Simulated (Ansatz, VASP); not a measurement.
**Au in VASP and in Ansatz**

```xyz
1
Lattice="-1.6034 1.6034 1.6034 1.6034 -1.6034 1.6034 1.6034 1.6034 -1.6034" Properties=species:S:1:pos:R:3 pbc="T T T"
Au    0.0000    0.0000    0.0000
```

Alike in both runs: functional LDA; k mesh 18 × 18 × 18; occupations fermi-dirac, width 0.05 eV; non-collinear spin, spin-orbit coupling.

Ansatz relaxed the structure, and its values are those at the end. VASP's run is a single point on that final structure, the one shown.

|  | VASP | Ansatz |
| --- | --- | --- |
| version | VASP 6.6.1 | Ansatz 0.2.0 |
| potentials or method | VASP PAW LDA potentials, release 64 (Au) | PAW with Ansatz's default frozen-core files, fully relativistic files with spin-orbit coupling |
| plane-wave cutoff (eV) | 520 | 420 |
| valence electrons in the cell | 11 | 19 |

```tsv
	VASP	Ansatz	Ansatz less VASP
pressure (GPa)	0.8	0.0	-0.78
net moment per atom (μB)	0.00	0.00	0.000
```

LDA's correlation is that of Perdew and Zunger in VASP and of Perdew and Wang (1992) in Ansatz. VASP's potentials hold 11 valence electrons a cell and Ansatz's 19, so a difference there can come from the potentials and not from the codes.
